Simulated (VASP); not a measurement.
# Ti (P6_3/mmc) in VASP: notebook

Runs on Ti. Level: PBE. Tasks: relaxation of the atoms.

Everything below comes from runs of VASP 6.6.1. Logs are shortened: lines on timing, memory, paths and dates and some standing lists are left out, and cuts for length are marked.

## Step 1: The cell of the first run

It takes space group P6_3/mmc (No. 194, hexagonal). Conventional cell: a = 2.950 Å, b = 2.950 Å, c = 4.592 Å, α = 90.00°, β = 90.00°, γ = 120.00°. Within 3.8 Å of Ti (site symmetry -6m2) lie 12 Ti at 2.86 to 2.95 Å.

## Step 2: Relaxation of the atoms, PBE (z stretched by -2 %)

File INCAR:

```
ALGO = Normal
EDIFF = 1E-7
EDIFFG = -0.02
ENCUT = 450
GGA = PE
GGA_COMPAT = False
IBRION = 2
ISIF = 2
ISMEAR = -1
LASPH = True
LCHARG = False
LREAL = False
LWAVE = False
NELM = 120
NELMIN = 4
NSW = 80
PREC = Accurate
SIGMA = 0.05
```

File KPOINTS:

```
k-points
0
Gamma
  18 18 10
```

File POSCAR:

```
Ti
1.0
    2.9499978604      0.0000000000      0.0000000000
   -1.4749989302      2.5547730882      0.0000000000
    0.0000000000      0.0000000000      4.5922800000
Ti
2
Direct
    0.3333333333      0.6666666667      0.2500000000
    0.6666666667      0.3333333333      0.7500000000
```

Potentials or basis: VASP PAW PBE potentials, release 64 (Ti_sv).

On the command line:

```console
$ cat potpaw_PBE.64/Ti_sv/POTCAR > POTCAR
$ mpirun -np 1 vasp_std > vasp.out
```

OUTCAR:

```text
EDIFF = 1E-7
   EDIFFG = -0.02
   ENCUT = 450
   GGA = PE
   IBRION = 2
   ISIF = 2
   ISMEAR = -1
   LASPH = True
   LREAL = False
   NELM = 120
   NELMIN = 4
   NSW = 80
   PREC = Accurate

 ion  position               nearest neighbor table
   1  0.333  0.667  0.250-   2 2.86   2 2.86   2 2.86   2 2.86   2 2.86   2 2.86
   2  0.667  0.333  0.750-   1 2.86   1 2.86   1 2.86   1 2.86   1 2.86   1 2.86

  LATTYP: Found a hexagonal cell.
 ALAT       =     2.9499978604
 C/A-ratio  =     1.5567062138

  Lattice vectors:

 A1 = (   2.9499978604,   0.0000000000,   0.0000000000)
 A2 = (  -1.4749989302,   2.5547730882,   0.0000000000)
 A3 = (   0.0000000000,   0.0000000000,   4.5922800000)

Analysis of symmetry for initial positions (statically):
=====================================================================
 Subroutine PRICEL returns:
 Original cell was already a primitive cell.

 Routine SETGRP: Setting up the symmetry group for a
 hexagonal supercell.

 Subroutine GETGRP returns: Found 24 space group operations
 (whereof 12 operations were pure point group operations)
 out of a pool of 24 trial point group operations.

The static configuration has the point symmetry D_3d.
 The point group associated with its full space group is D_6h.

Analysis of symmetry for dynamics (positions and initial velocities):
=====================================================================
 Subroutine PRICEL returns:
 Original cell was already a primitive cell.

 Routine SETGRP: Setting up the symmetry group for a
 hexagonal supercell.

 Subroutine GETGRP returns: Found 24 space group operations
 (whereof 12 operations were pure point group operations)
 out of a pool of 24 trial point group operations.

The dynamic configuration has the point symmetry D_3d.
 The point group associated with its full space group is D_6h.

 Subroutine INISYM returns: Found 24 space group operations
 (whereof 12 operations are pure point group operations),
 and found     1 'primitive' translations

----------------------------------------------------------------------------------------

                                     Primitive cell

  volume of cell :      34.6101

  direct lattice vectors                    reciprocal lattice vectors
     2.949997860  0.000000000  0.000000000     0.338983297  0.195712098  0.000000000
    -1.474998930  2.554773088  0.000000000     0.000000000  0.391424195  0.000000000
     0.000000000  0.000000000  4.592280000     0.000000000  0.000000000  0.217756757

  length of vectors
     2.949997860  2.949997860  4.592280000     0.391424195  0.391424195  0.217756757

  position of ions in fractional coordinates (direct lattice)
     0.333333333  0.666666667  0.250000000
     0.666666667  0.333333333  0.750000000

  ion indices of the primitive-cell ions
   primitive index   ion index
                 1           1
                 2           2

----------------------------------------------------------------------------------------

 KPOINTS: k-points

Automatic generation of k-mesh.
 Grid dimensions read from file:
 generate k-points for:   18   18   10

 Generating k-lattice:

  Cartesian coordinates                     Fractional coordinates (reciprocal lattice)
     0.018832405  0.010872894  0.000000000     0.055555556  0.000000000  0.000000000
     0.000000000  0.021745789  0.000000000     0.000000000  0.055555556  0.000000000
     0.000000000  0.000000000  0.021775676     0.000000000  0.000000000  0.100000000

  Length of vectors
     0.021745789  0.021745789  0.021775676

  Shift w.r.t. Gamma in fractional coordinates (k-lattice)
     0.000000000  0.000000000  0.000000000

 Subroutine IBZKPT returns following result:
 ===========================================

 Found    222 irreducible k-points:

 Following reciprocal coordinates:
            Coordinates               Weight
  0.000000  0.000000  0.000000      1.000000
  0.055556  0.000000  0.000000      6.000000
  0.111111  0.000000  0.000000      6.000000
  0.166667  0.000000  0.000000      6.000000
  0.222222  0.000000  0.000000      6.000000
  0.277778  0.000000  0.000000      6.000000
[... 16 lines left out ...]
  0.333333  0.111111  0.000000     12.000000
  0.388889  0.111111  0.000000     12.000000
 [... further k-points ...]
   k-points           NKPTS =    222   k-points in BZ     NKDIM =    222   number of bands    NBANDS=     16
   number of dos      NEDOS =    301   number of ions     NIONS =      2
   total plane-waves  NPLWV =  12800
   dimension x,y,z NGX =    20 NGY =   20 NGZ =   32
   dimension x,y,z NGXF=    40 NGYF=   40 NGZF=   64
   ions per type =               2
   NGX,Y,Z   is equivalent  to a cutoff of  11.27, 11.27, 11.58 a.u.
   NGXF,Y,Z  is equivalent  to a cutoff of  22.54, 22.54, 23.17 a.u.
 SYSTEM =  unknown system
   PREC   = accura    normal or accurate (medium, high low for compatibility)
   ISTART =      0    job   : 0-new  1-cont  2-samecut
   ICHARG =      2    charge: 1-file 2-atom 10-const
   ISPIN  =      1    spin polarized calculation?
   LNONCOLLINEAR =      F non collinear calculations
   LSORBIT =      F    spin-orbit coupling
   LASPH  =      T    aspherical Exc in radial PAW
   ENCUT  =  450.0 eV  33.07 Ry    5.75 a.u.   5.10  5.10  7.94*2*pi/ulx,y,z
   NELM   =    120;   NELMIN=  4; NELMDL= -5     # of ELM steps
   EDIFF  = 0.1E-06   stopping-criterion for ELM
   LREAL  =      F    real-space projection
   EDIFFG = -.2E-01   stopping-criterion for IOM
   NSW    =     80    number of steps for IOM
   IBRION =      2    ionic relax: 0-MD 1-quasi-New 2-CG
   NFREE  =      1    steps in history (QN), initial steepest desc. (CG)
   ISIF   =      2    stress and relaxation
   ISYM   =      2    0-nonsym 1-usesym 2-fastsym
   POTIM  = 0.5000    time-step for ionic-motion
   TEBEG  =    0.0;   TEEND  =   0.0 temperature during run
   PSTRESS=    0.0 pullay stress
   NELECT =      24.0000    total number of electrons
   NUPDOWN=      -1.0000    fix difference up-down
   EMIN   =  10.00;   EMAX   =-10.00  energy-range for DOS
   EFERMI =   0.00;   METHOD = LEGACY
   ISMEAR =    -1;   SIGMA  =   0.05  broadening in eV -4-tet -1-fermi 0-gaus
   EFERMI_NEDOS =   21; number of points for ismear=-14 and -15
   IALGO  =     38    algorithm
   IMIX   =      4    mixing-type and parameters
     AMIX     =   0.40;   BMIX     =  1.00
     AMIX_MAG =   1.60;   BMIX_MAG =  1.00
  volume/ion in A,a.u.               =      17.31       116.78
  Fermi-wavevector in a.u.,A,eV,Ry     =   1.449031  2.738272 28.568042  2.099692
  Thomas-Fermi vector in A             =   2.566804
   LORBIT       =      0    0 simple, 1 ext, 2 COOP (PROOUT), +10 PAW based schemes
   GGA     = PE    functional components
   LHFCALC =     F    Hartree Fock is set to
   AEXX    =    0.0000 exact exchange contribution
   IVDW    =     0    specifies the selected vdW correction
   LEPSILON=     F    determine dielectric tensor
   LRPA    =     F    only Hartree local field effects (RPA)
 conjugate gradient relaxation of ions
 non-spin polarized calculation
  energy-cutoff  :      450.00
  volume of cell :       34.61
 maximum number of plane-waves:       768
   NGX = 11   NGY = 11   NGZ = 15

 number of electron      23.9999996 magnetization

 Free energy of the ion-electron system (eV)
  ---------------------------------------------------
  ext. energy  EPLUGINS =         0.00000000
  ---------------------------------------------------
  free energy    TOTEN  =       -15.67357601 eV

  energy without entropy =      -15.65664733  energy(sigma->0) =      -15.66511167

 E-fermi :   8.3864     XC(G=0): -11.5142

 val. band max:        8.3751664120   @ k =   0.2778   0.2778   0.4000
 cond. band min:       8.3977659692   @ k =   0.1667   0.0000   0.2000
 fundamental gap:      0.0225995572
 Fermi energy:         8.3864089057

 k-point     1 :       0.0000    0.0000    0.0000
  band No.  band energies     occupation
      1     -48.4820      2.00000
      2     -48.3340      2.00000
      3     -25.0896      2.00000
      4     -24.4385      2.00000
      5     -24.4385      2.00000
      6     -24.3488      2.00000
[... 8 lines left out ...]
     15       9.6610      0.00000
     16       9.6610      0.00000

 k-point     2 :       0.0556    0.0000    0.0000
  band No.  band energies     occupation
      1     -48.4788      2.00000
      2     -48.3331      2.00000
      3     -25.0827      2.00000
      4     -24.4519      2.00000
      5     -24.4432      2.00000
      6     -24.3520      2.00000
[... 8 lines left out ...]
     15       9.6192      0.00000
     16       9.7146      0.00000

 k-point     3 :       0.1111    0.0000    0.0000
  band No.  band energies     occupation
      1     -48.4700      2.00000
      2     -48.3302      2.00000
      3     -25.0624      2.00000
      4     -24.4905      2.00000
      5     -24.4565      2.00000
      6     -24.3814      2.00000
[... 8 lines left out ...]
     15       9.7226      0.00000
     16       9.7381      0.00000

 k-point     4 :       0.1667    0.0000    0.0000
  band No.  band energies     occupation
      1     -48.4563      2.00000
      2     -48.3261      2.00000
      3     -25.0300      2.00000
      4     -24.5500      2.00000
      5     -24.4762      2.00000
      6     -24.4417      2.00000
[... 8 lines left out ...]
     15       9.6430      0.00000
     16       9.6575      0.00000

 k-point     5 :       0.2222    0.0000    0.0000
  band No.  band energies     occupation
      1     -48.4389      2.00000
      2     -48.3215      2.00000
      3     -24.9875      2.00000
      4     -24.6237      2.00000
      5     -24.5139      2.00000
      6     -24.4996      2.00000
[... 8 lines left out ...]
     15       9.5077      0.00000
     16      10.0350      0.00000

 k-point     6 :       0.2778    0.0000    0.0000
  band No.  band energies     occupation
      1     -48.4195      2.00000
      2     -48.3174      2.00000
      3     -24.9378      2.00000
      4     -24.7027      2.00000
      5     -24.5886      2.00000
      6     -24.5239      2.00000
[... 8 lines left out ...]
     15       9.3721      0.00000
     16      10.4734      0.00000

 k-point     7 :       0.3333    0.0000    0.0000
  band No.  band energies     occupation
      1     -48.4000      2.00000
      2     -48.3149      2.00000
      3     -24.8847      2.00000
      4     -24.7773      2.00000
      5     -24.6572      2.00000
      6     -24.5462      2.00000
[... 8 lines left out ...]
     15       9.2554      0.00000
     16      10.9255      0.00000

 k-point     8 :       0.3889    0.0000    0.0000
  band No.  band energies     occupation
      1     -48.3825      2.00000
      2     -48.3144      2.00000
      3     -24.8383      2.00000
      4     -24.8335      2.00000
      5     -24.7119      2.00000
      6     -24.5640      2.00000
[... 8 lines left out ...]
     15       9.4326      0.00000
     16      11.3194      0.00000

 k-point     9 :       0.4444    0.0000    0.0000
  band No.  band energies     occupation
      1     -48.3695      2.00000
      2     -48.3154      2.00000
      3     -24.8782      2.00000
      4     -24.7930      2.00000
      5     -24.7472      2.00000
      6     -24.5756      2.00000
[... 8 lines left out ...]
     15       9.5759      0.00000
     16      11.5788      0.00000
[... 172 lines left out ...]
 k-point    19 :       0.1111    0.1111    0.0000
  band No.  band energies     occupation
      1     -48.4486      2.00000
      2     -48.3239      2.00000
      3     -25.0113      2.00000
      4     -24.5672      2.00000
      5     -24.5264      2.00000
      6     -24.4408      2.00000
[... 8 lines left out ...]
     15       9.7323      0.00000
     16       9.8588      0.00000

 k-point    20 :       0.1667    0.1111    0.0000
  band No.  band energies     occupation
      1     -48.4320      2.00000
      2     -48.3200      2.00000
      3     -24.9700      2.00000
      4     -24.6270      2.00000
      5     -24.5835      2.00000
      6     -24.4754      2.00000
[... 8 lines left out ...]
     15       9.6292      0.00000
     16      10.1656      0.00000

 k-point    21 :       0.2222    0.1111    0.0000
  band No.  band energies     occupation
      1     -48.4133      2.00000
      2     -48.3166      2.00000
      3     -24.9215      2.00000
      4     -24.6987      2.00000
      5     -24.6347      2.00000
      6     -24.5139      2.00000
[... 8 lines left out ...]
     15       9.4831      0.00000
     16      10.4324      0.00000

 k-point    22 :       0.2778    0.1111    0.0000
  band No.  band energies     occupation
      1     -48.3945      2.00000
      2     -48.3146      2.00000
      3     -24.8694      2.00000
      4     -24.7689      2.00000
      5     -24.6789      2.00000
      6     -24.5509      2.00000
[... 8 lines left out ...]
     15       9.3200      0.00000
     16      10.7634      0.00000

 k-point    23 :       0.3333    0.1111    0.0000
  band No.  band energies     occupation
      1     -48.3775      2.00000
      2     -48.3146      2.00000
      3     -24.8263      2.00000
      4     -24.8187      2.00000
      5     -24.7142      2.00000
      6     -24.5809      2.00000
[... 8 lines left out ...]
     15       9.4562      0.00000
     16      11.1433      0.00000

 k-point    24 :       0.3889    0.1111    0.0000
  band No.  band energies     occupation
      1     -48.3648      2.00000
      2     -48.3162      2.00000
      3     -24.8637      2.00000
      4     -24.7776      2.00000
      5     -24.7372      2.00000
      6     -24.6003      2.00000
[... 8 lines left out ...]
     15       9.6122      0.00000
     16      11.5032      0.00000

 [... further k-points ...]

------------------------ aborting loop because EDIFF is reached ----------------------------------------

  FORCE on cell =-STRESS in cart. coord.  units (eV):
  Direction    XX          YY          ZZ          XY          YZ          ZX
  --------------------------------------------------------------------------------------
  -------------------------------------------------------------------------------------
  Total       -0.1423697     -0.1423697      0.2673163     -0.0000000     -0.0000000      0.0000000
  in kB       -6.5906114     -6.5906114     12.3746683     -0.0000000     -0.0000000      0.0000000
  external PRESSURE =      -0.2688515 kB  Pullay stress =       0.0000000 kB

 VOLUME and BASIS-vectors are now :
 -----------------------------------------------------------------------------
  energy-cutoff  :      450.00
  volume of cell :       34.61
      direct lattice vectors                 reciprocal lattice vectors
     2.949997860  0.000000000  0.000000000     0.338983297  0.195712098  0.000000000
    -1.474998930  2.554773088  0.000000000     0.000000000  0.391424195  0.000000000
     0.000000000  0.000000000  4.592280000     0.000000000  0.000000000  0.217756757

 POSITION                                       TOTAL-FORCE (eV/Angst)
 -----------------------------------------------------------------------------------
     -0.00000      1.70318      1.14807         0.000000     -0.000000      0.000000
      1.47500      0.85159      3.44421        -0.000000      0.000000      0.000000
 -----------------------------------------------------------------------------------
    total drift:                               -0.000000      0.000000     -0.000000

  FREE ENERGIE OF THE ION-ELECTRON SYSTEM (eV)
  ---------------------------------------------------
  free  energy   TOTEN  =       -15.6735760148 eV

  energy  without entropy=      -15.6566473262  energy(sigma->0) =      -15.66511167

 reached required accuracy - stopping structural energy minimisation
```

It took 97 s on 1 thread of Intel Xeon Platinum 8259CL at 2.50GHz (Skylake/Cascade Lake), shared host; peak memory 0.2 GiB.

Results:

| Quantity | Value |
| --- | --- |
| Free energy | -15.6736 eV |
| Pressure after relaxing | 0.0 GPa |
| Band gap on the k mesh | zero (bands 12 and 13 overlap by 1.08 eV) |

Final structure:
```
Ti
1.0
     2.95000    0.00000    0.00000
    -1.47500    2.55477    0.00000
     0.00000    0.00000    4.59228
Ti
2
Direct
  0.33333 0.66667 0.25000
  0.66667 0.33333 0.75000
```

Caveat: the cell differs from its parent crystal (z stretched by -2 %); the relaxation stopped at its first step, so nothing moved.

## Step 3: Relaxation of the atoms, PBE (z stretched by -1 %)

File INCAR:

```
SYSTEM = Ti
ALGO = Normal ; EDIFF = 1E-7
EDIFFG = -0.02 ; ENCUT = 450
GGA = PE ; GGA_COMPAT = .FALSE.
IBRION = 2 ; ISIF = 2
ISMEAR = -1 ; LASPH = .TRUE.
LCHARG = .FALSE. ; LREAL = .FALSE.
LWAVE = .FALSE. ; NELM = 120
NELMIN = 4 ; NSW = 80
PREC = Accurate ; SIGMA = 0.05
```

File KPOINTS:

```
k-points
0
G
  18 18 10
  0 0 0
```

Changes to POSCAR since step 2:

```diff
@@ -4,3 +4,3 @@
    -1.4749989302      2.5547730882      0.0000000000
-    0.0000000000      0.0000000000      4.5922800000
+    0.0000000000      0.0000000000      4.6391400000
 Ti
```

Potentials or basis: VASP PAW PBE potentials, release 64 (Ti_sv).

On the command line:

```console
$ cat potpaw_PBE.64/Ti_sv/POTCAR > POTCAR
$ mpirun -np 1 vasp_std > vasp.out
```

Run time: 71 s. Hardware: 1 thread of Intel Xeon Platinum 8259CL at 2.50GHz (Skylake/Cascade Lake), shared host; peak memory 0.2 GiB.

Results (log left out):

- Free energy: -15.6751 eV
- Pressure after relaxing: -1.2 GPa
- Band gap on the k mesh: zero (bands 12 and 13 overlap by 1.09 eV)

Stress tensor (GPa, compression positive):
```
-1.40  0.00  0.00
 0.00 -1.40  0.00
 0.00  0.00 -0.71
```

Final structure:
```yaml
crystal:
  lattice:
    - [2.95000, 0.00000, 0.00000]
    - [-1.47500, 2.55477, 0.00000]
    - [0.00000, 0.00000, 4.63914]
  atoms:
    - { symbol: Ti, position: [0.33333, 0.66667, 0.25000] }
    - { symbol: Ti, position: [0.66667, 0.33333, 0.75000] }
```

Levels at points of the mesh, in eV from the Fermi level:
| k point | band 8 | band 9 | band 10 | band 11 | band 12 | band 13 | band 14 | band 15 | band 16 |
| --- | --- | --- | --- | --- | --- | --- | --- | --- | --- |
| (0.00, 0.00, 0.00) | -32.73 | -6.20 | -2.67 | 0.76 | 0.76 | 0.81 | 0.92 | 1.26 | 1.26 |
| (0.50, 0.00, 0.00) | -32.80 | -2.35 | -2.15 | -1.83 | -0.67 | 0.44 | 0.64 | 1.19 | 3.28 |
| (0.00, 0.00, 0.50) | -32.79 | -4.33 | -4.33 | 0.11 | 0.11 | 0.65 | 0.65 | 0.65 | 0.65 |
| (0.50, 0.00, 0.50) | -32.89 | -2.53 | -2.53 | -0.80 | -0.80 | 1.30 | 1.30 | 1.69 | 1.69 |

Caveat: the cell differs from its parent crystal (z stretched by -1 %); the relaxation stopped at its first step, so nothing moved.
